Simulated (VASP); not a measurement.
# Nb16H (a cell with a defect): single point with PBE

The system is Nb16H (a cell with a defect).

```
Nb H
1.0
     6.60000    0.00000    0.00000
     0.00000    6.60000    0.00000
     0.00000    0.00000    6.60000
Nb H
16 1
Cartesian
  0.0141 0.0020 -0.0028
  3.3168 -0.0026 0.0061
  0.0141 3.3045 -0.0028
  -0.0412 0.0675 3.2907
  1.6398 1.6533 1.6455
  3.3169 3.3091 0.0061
  3.2988 0.0074 3.3026
  4.9318 1.6533 1.6335
  -0.0412 3.2392 3.2907
  1.6640 4.9533 1.6516
  1.6478 1.6533 4.9491
  3.2988 3.2992 3.3026
  4.9468 4.9533 1.6424
  4.9392 1.6533 4.9421
  1.6951 4.9533 5.0006
  4.9543 4.9533 4.9564
  0.6713 4.9533 3.4117
```

```
Program                : VASP 6.6.1
Task                   : single point
Functional             : PBE
Potentials or basis    : VASP PAW PBE potentials, release 64 (Nb_sv, H)
Cutoff                 : 520 eV
k mesh                 : 3 × 3 × 3
Occupations            : gaussian, width 0.1 eV
Spin                   : no spin polarisation
Dipole correction      : no
Further INCAR settings : LREAL = Auto; ALGO = Normal; EDIFF = 1e-07; NBANDS = 118
```

```json
{
 "Pressure": "2.2 GPa",
 "Largest force": "0.442 eV/Å",
 "Band gap on the k mesh": "zero (an odd number of electrons rules out a gap without spin polarisation)"
}
```

Forces in eV/Å, atoms in the order of the input:
```
Nb  -0.008  0.001  0.020
Nb  -0.011 -0.001  0.010
Nb  -0.008 -0.001  0.020
Nb  -0.035 -0.025  0.051
Nb  -0.024  0.000  0.030
Nb  -0.011  0.002  0.011
Nb  -0.020  0.006  0.011
Nb  -0.018  0.000  0.013
Nb  -0.035  0.025  0.051
Nb  -0.005  0.000 -0.005
Nb  -0.014 -0.001  0.021
Nb  -0.021 -0.006  0.011
Nb  -0.027  0.000  0.015
Nb  -0.010  0.000  0.008
Nb  -0.039  0.000  0.018
Nb  -0.033  0.000  0.022
H    0.320  0.000 -0.305
```

Stress tensor (GPa, compression positive):
```
1.89 0.00 0.30
0.00 2.91 0.00
0.30 0.00 1.82
```

Levels at points of the mesh, in eV from the Fermi level:
| k point | band 100 | band 101 | band 102 | band 103 | band 104 | band 105 | band 106 | band 107 |
| --- | --- | --- | --- | --- | --- | --- | --- | --- |
| (0.00, 0.00, 0.00) | 0.37 | 0.66 | 0.87 | 0.90 | 0.90 | 0.93 | 0.94 | 0.95 |

Run time: 44 min on 1 thread of Intel Xeon 8259CL, on a shared host, peak memory 0.53 GiB.
